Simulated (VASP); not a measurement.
The system is HfB.

```
CELL_PARAMETERS angstrom
2.84000 0.00000 0.00000
0.00000 2.84000 0.00000
0.00000 0.00000 2.84000
ATOMIC_POSITIONS crystal
Hf 0.00000 0.00000 0.00000
B 0.50000 0.50000 0.50000
```

* Program: VASP 6.6.1
* Task: relaxation of cell and atoms
* Functional: PBE
* Potentials or basis: VASP PAW PBE potentials, release 64 (Hf_pv, B)
* Cutoff: 600 eV
* k mesh: 7 × 7 × 7
* Occupations: fermi-dirac, width 0.1 eV
* Spin: no spin polarisation

At the start: pressure 36.3 GPa; volume 11.45 Å³/atom.

**Question.** Where does the relaxation end?

**Answer.** Over 4 steps the energy falls by 201.8 meV/atom and the volume is 13.49 Å³/atom (+17.8 %); space group Pm-3m (No. 221, to 0.05 Å).

The path:
```csv
step,energy change (eV),largest force (eV/Å),pressure (GPa),volume (Å³)
1,0.0000,0.0000,36.28,22.91
2,0.0436,0.0000,-21.60,32.62
3,-0.4033,0.0000,-0.91,27.11
4,-0.4037,0.0000,-0.14,26.98
```

Final structure:
```
Hf B
1.0
     2.99934    0.00000    0.00000
     0.00000    2.99934    0.00000
     0.00000    0.00000    2.99934
Hf B
1 1
Direct
  0.00000 0.00000 0.00000
  0.50000 0.50000 0.50000
```

Caveat: the volume moved by over 15 % at a fixed basis, so the end points are rough.
